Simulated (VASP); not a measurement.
# BeTe (F-43m) in VASP: relaxation of cell and atoms with r2SCAN

Aim: the relaxation of cell and atoms of BeTe with r2SCAN.

Everything below comes from runs of VASP 6.6.1. Logs are shortened: lines on timing, memory, paths and dates and some standing lists are left out, and cuts for length are marked.

**1. The cell of the first run**

Symmetry: F-43m, No. 216, cubic system. The conventional cell has a = 5.664 Å, b = 5.664 Å, c = 5.664 Å, α = 90.00°, β = 90.00°, γ = 90.00°. Be (site symmetry -43m) has 4 Te at 2.45 Å within 3.2 Å. Te (site symmetry -43m) has 4 Be at 2.45 Å within 3.2 Å.

**2. Relaxation of cell and atoms, r2SCAN**

The input, POSCAR:

```
BeTe
1.0
    0.0000000000      2.8319820891      2.8319820891
    2.8319820891      0.0000000000      2.8319820891
    2.8319820891      2.8319820891      0.0000000000
Be Te
1 1
Direct
    0.0000000000      0.0000000000      0.0000000000
    0.2500000000      0.2500000000      0.2500000000
```

The input, INCAR.step1:

```
  PREC = Accurate
  ENCUT = 600
  ISMEAR = -1
  SIGMA = 0.02
  LREAL = False
  LASPH = True
  NELM = 80
  GGA = PE
  ALGO = Normal
  EDIFF = 1E-4
  LWAVE = True
  LCHARG = False
```

The input, INCAR.step2:

```
  PREC = Accurate
  ENCUT = 600
  EDIFF = 1E-6
  ISMEAR = -1
  SIGMA = 0.02
  LREAL = False
  LASPH = True
  NELM = 80
  ALGO = Normal
  ISIF = 3
  LWAVE = False
  LCHARG = False
  METAGGA = R2SCAN
  LMIXTAU = True
  IBRION = 2
  NSW = 80
  EDIFFG = -0.005
  ISTART = 1
```

The input, KPOINTS:

```
regular mesh
0
Gamma
  8 8 8
```

Potentials or basis: VASP PAW PBE potentials, release 64 (Be, Te).

Run with:

```
cat potpaw_PBE.64/Be/POTCAR potpaw_PBE.64/Te/POTCAR > POTCAR
cp INCAR.step1 INCAR
mpirun -np 1 vasp_std > vasp.out
cp INCAR.step2 INCAR
mpirun -np 1 vasp_std > vasp.out
```

OUTCAR:

```text
PREC = Accurate
   ENCUT = 600
   EDIFF = 1E-6
   ISMEAR = -1
   LREAL = False
   LASPH = True
   NELM = 80
   ISIF = 3
   METAGGA = R2SCAN
   IBRION = 2
   NSW = 80
   EDIFFG = -0.005
   ISTART = 1

 ion  position               nearest neighbor table
   1  0.000  0.000  0.000-   2 2.45   2 2.45   2 2.45   2 2.45
   2  0.250  0.250  0.250-   1 2.45   1 2.45   1 2.45   1 2.45

  LATTYP: Found a face centered cubic cell.
 ALAT       =     5.6639641782

  Lattice vectors:

 A1 = (   0.0000000000,   2.8319820891,   2.8319820891)
 A2 = (   2.8319820891,   0.0000000000,   2.8319820891)
 A3 = (   2.8319820891,   2.8319820891,   0.0000000000)

Analysis of symmetry for initial positions (statically):
=====================================================================
 Subroutine PRICEL returns:
 Original cell was already a primitive cell.

 Routine SETGRP: Setting up the symmetry group for a
 face centered cubic supercell.

 Subroutine GETGRP returns: Found 24 space group operations
 (whereof 24 operations were pure point group operations)
 out of a pool of 48 trial point group operations.

The static configuration has the point symmetry T_d .

Analysis of symmetry for dynamics (positions and initial velocities):
=====================================================================
 Subroutine PRICEL returns:
 Original cell was already a primitive cell.

 Routine SETGRP: Setting up the symmetry group for a
 face centered cubic supercell.

 Subroutine GETGRP returns: Found 24 space group operations
 (whereof 24 operations were pure point group operations)
 out of a pool of 48 trial point group operations.

The dynamic configuration has the point symmetry T_d .

 Subroutine INISYM returns: Found 24 space group operations
 (whereof 24 operations are pure point group operations),
 and found     1 'primitive' translations

----------------------------------------------------------------------------------------

                                     Primitive cell

  volume of cell :      45.4257

  direct lattice vectors                    reciprocal lattice vectors
     0.000000000  2.831982089  2.831982089    -0.176554789  0.176554789  0.176554789
     2.831982089  0.000000000  2.831982089     0.176554789 -0.176554789  0.176554789
     2.831982089  2.831982089  0.000000000     0.176554789  0.176554789 -0.176554789

  length of vectors
     4.005027479  4.005027479  4.005027479     0.305801865  0.305801865  0.305801865

  position of ions in fractional coordinates (direct lattice)
     0.000000000  0.000000000  0.000000000
     0.250000000  0.250000000  0.250000000

  ion indices of the primitive-cell ions
   primitive index   ion index
                 1           1
                 2           2

----------------------------------------------------------------------------------------

 KPOINTS: regular mesh

Automatic generation of k-mesh.
 Grid dimensions read from file:
 generate k-points for:    8    8    8

 Generating k-lattice:

  Cartesian coordinates                     Fractional coordinates (reciprocal lattice)
    -0.022069349  0.022069349  0.022069349     0.125000000  0.000000000  0.000000000
     0.022069349 -0.022069349  0.022069349     0.000000000  0.125000000  0.000000000
     0.022069349  0.022069349 -0.022069349     0.000000000  0.000000000  0.125000000

  Length of vectors
     0.038225233  0.038225233  0.038225233

  Shift w.r.t. Gamma in fractional coordinates (k-lattice)
     0.000000000  0.000000000  0.000000000

[... 46 lines left out ...]
   LSORBIT =      F    spin-orbit coupling
   LASPH  =      T    aspherical Exc in radial PAW
   ENCUT  =  600.0 eV  44.10 Ry    6.64 a.u.   8.00  8.00  8.00*2*pi/ulx,y,z
   NELM   =     80;   NELMIN=  2; NELMDL=  0     # of ELM steps
   EDIFF  = 0.1E-05   stopping-criterion for ELM
   LREAL  =      F    real-space projection
   EDIFFG = -.5E-02   stopping-criterion for IOM
   NSW    =     80    number of steps for IOM
   IBRION =      2    ionic relax: 0-MD 1-quasi-New 2-CG
   NFREE  =      1    steps in history (QN), initial steepest desc. (CG)
   ISIF   =      3    stress and relaxation
   ISYM   =      2    0-nonsym 1-usesym 2-fastsym
   POTIM  = 0.5000    time-step for ionic-motion
   TEBEG  =    0.0;   TEEND  =   0.0 temperature during run
   PSTRESS=    0.0 pullay stress
   NELECT =       8.0000    total number of electrons
   NUPDOWN=      -1.0000    fix difference up-down
   EMIN   =  10.00;   EMAX   =-10.00  energy-range for DOS
   EFERMI =   0.00;   METHOD = LEGACY
   ISMEAR =    -1;   SIGMA  =   0.02  broadening in eV -4-tet -1-fermi 0-gaus
   EFERMI_NEDOS =   21; number of points for ismear=-14 and -15
   IALGO  =     38    algorithm
   IMIX   =      4    mixing-type and parameters
     AMIX     =   0.40;   BMIX     =  1.00
     AMIX_MAG =   1.60;   BMIX_MAG =  1.00
  volume/ion in A,a.u.               =      22.71       153.27
  Fermi-wavevector in a.u.,A,eV,Ry     =   0.917637  1.734083 11.456894  0.842058
  Thomas-Fermi vector in A             =   2.042629
   LORBIT       =      0    0 simple, 1 ext, 2 COOP (PROOUT), +10 PAW based schemes
   METAGGA = R2SCAN    functional components
   LHFCALC =     F    Hartree Fock is set to
   AEXX    =    0.0000 exact exchange contribution
   IVDW    =     0    specifies the selected vdW correction
   LEPSILON=     F    determine dielectric tensor
   LRPA    =     F    only Hartree local field effects (RPA)
 conjugate gradient relaxation of ions
 non-spin polarized calculation
  energy-cutoff  :      600.00
  volume of cell :       45.43
 maximum number of plane-waves:      1540
   NGX = 15   NGY = 15   NGZ = 15

--------------------------------------- Ionic step        1  -------------------------------------------

 number of electron       8.0000000 magnetization

 Free energy of the ion-electron system (eV)
  ---------------------------------------------------
  ext. energy  EPLUGINS =         0.00000000
  ---------------------------------------------------
  free energy    TOTEN  =       -30.68549317 eV

  energy without entropy =      -30.68549317  energy(sigma->0) =      -30.68549317

------------------------ aborting loop because EDIFF is reached ----------------------------------------

  FORCE on cell =-STRESS in cart. coord.  units (eV):
  Direction    XX          YY          ZZ          XY          YZ          ZX
  --------------------------------------------------------------------------------------
  -------------------------------------------------------------------------------------
  Total       -0.0152622     -0.0152622     -0.0152622     -0.0000000     -0.0000000      0.0000000
  in kB       -0.5383039     -0.5383039     -0.5383039     -0.0000000     -0.0000000      0.0000000
  external PRESSURE =      -0.5383039 kB  Pullay stress =       0.0000000 kB

 VOLUME and BASIS-vectors are now :
 -----------------------------------------------------------------------------
  energy-cutoff  :      600.00
  volume of cell :       45.43
      direct lattice vectors                 reciprocal lattice vectors
     0.000000000  2.831982089  2.831982089    -0.176554789  0.176554789  0.176554789
     2.831982089  0.000000000  2.831982089     0.176554789 -0.176554789  0.176554789
     2.831982089  2.831982089  0.000000000     0.176554789  0.176554789 -0.176554789

 POSITION                                       TOTAL-FORCE (eV/Angst)
 -----------------------------------------------------------------------------------
      0.00000      0.00000      0.00000         0.000000      0.000000      0.000000
      1.41599      1.41599      1.41599        -0.000000     -0.000000     -0.000000
 -----------------------------------------------------------------------------------
    total drift:                                0.000000      0.000000      0.000000

  FREE ENERGIE OF THE ION-ELECTRON SYSTEM (eV)
  ---------------------------------------------------
  free  energy   TOTEN  =       -30.6854931691 eV

  energy  without entropy=      -30.6854931691  energy(sigma->0) =      -30.68549317

--------------------------------------- Ionic step        2  -------------------------------------------

 number of electron       8.0000000 magnetization

 Free energy of the ion-electron system (eV)
  ---------------------------------------------------
  ext. energy  EPLUGINS =         0.00000000
  ---------------------------------------------------
  free energy    TOTEN  =       -30.68549286 eV

  energy without entropy =      -30.68549286  energy(sigma->0) =      -30.68549286

 E-fermi :   5.1818     XC(G=0):  -9.4124

 val. band max:        4.7592239147   @ k =   0.0000   0.0000   0.0000
 cond. band min:       7.1333746726   @ k =   0.5000   0.5000   0.0000
 fundamental gap:      2.3741507580
 Fermi energy:         5.1818498362

 k-point     1 :       0.0000    0.0000    0.0000
  band No.  band energies     occupation
      1      -7.9195      2.00000
      2       4.7592      2.00000
      3       4.7592      2.00000
      4       4.7592      2.00000
      5       8.7912      0.00000
      6       8.7912      0.00000
      7       8.7912      0.00000
      8       9.1449      0.00000
[... 243 lines left out ...]
 k-point    24 :      -0.3750    0.2500    0.1250
  band No.  band energies     occupation
      1      -6.2657      2.00000
      2      -0.4748      2.00000
      3       1.8246      2.00000
      4       2.8390      2.00000
      5       9.4457      0.00000
      6       9.5434      0.00000
      7      11.9826      0.00000
      8      13.1359      0.00000

 [... further k-points ...]
[... 5 lines left out ...]
  --------------------------------------------------------------------------------------
  -------------------------------------------------------------------------------------
  Total        0.0053690      0.0053690      0.0053690     -0.0000000      0.0000000      0.0000000
  in kB        0.1895748      0.1895748      0.1895748     -0.0000000      0.0000000      0.0000000
  external PRESSURE =       0.1895748 kB  Pullay stress =       0.0000000 kB

 VOLUME and BASIS-vectors are now :
 -----------------------------------------------------------------------------
  energy-cutoff  :      600.00
  volume of cell :       45.38
      direct lattice vectors                 reciprocal lattice vectors
    -0.000000000  2.830939507  2.830939507    -0.176619811  0.176619811  0.176619811
     2.830939507 -0.000000000  2.830939507     0.176619811 -0.176619811  0.176619811
     2.830939507  2.830939507 -0.000000000     0.176619811  0.176619811 -0.176619811

 POSITION                                       TOTAL-FORCE (eV/Angst)
 -----------------------------------------------------------------------------------
      2.83094      2.83094     -0.00000        -0.000000     -0.000000     -0.000000
      1.41547      1.41547      1.41547         0.000000      0.000000      0.000000
 -----------------------------------------------------------------------------------
    total drift:                                0.000000      0.000000      0.000000

  FREE ENERGIE OF THE ION-ELECTRON SYSTEM (eV)
  ---------------------------------------------------
  free  energy   TOTEN  =       -30.6854928632 eV

  energy  without entropy=      -30.6854928632  energy(sigma->0) =      -30.68549286

 reached required accuracy - stopping structural energy minimisation
```

Wall time 35 s (1 thread of AMD EPYC 9R45 (Zen 5), shared host); peak memory 0.17 GiB.

What came out:

```yaml
Free_energy: -30.6855 eV
Relaxed_volume: 22.69 Å³/atom
Relaxed_cell: a = 4.004 Å, b = 4.004 Å, c = 4.004 Å, α = 60.00°, β = 60.00°, γ = 60.00°
Space_group_after_relaxing_to_0.1_Å: F-43m (No. 216)
Ionic_steps: 2
Pressure_after_relaxing: 0.0 GPa
Band_gap_on_the_k_mesh: 2.37 eV (least direct gap 4.03 eV)
```

Final structure:
```xyz
2
Lattice="0.0000 2.8309 2.8309 2.8309 0.0000 2.8309 2.8309 2.8309 0.0000" Properties=species:S:1:pos:R:3 pbc="T T T"
Be    2.8309    2.8309    0.0000
Te    1.4155    1.4155    1.4155
```

Caveat: the PAW data sets were made with another functional, which shifts forces and pressure a little; spin-orbit coupling is left out, which moves the levels of the heavy elements.
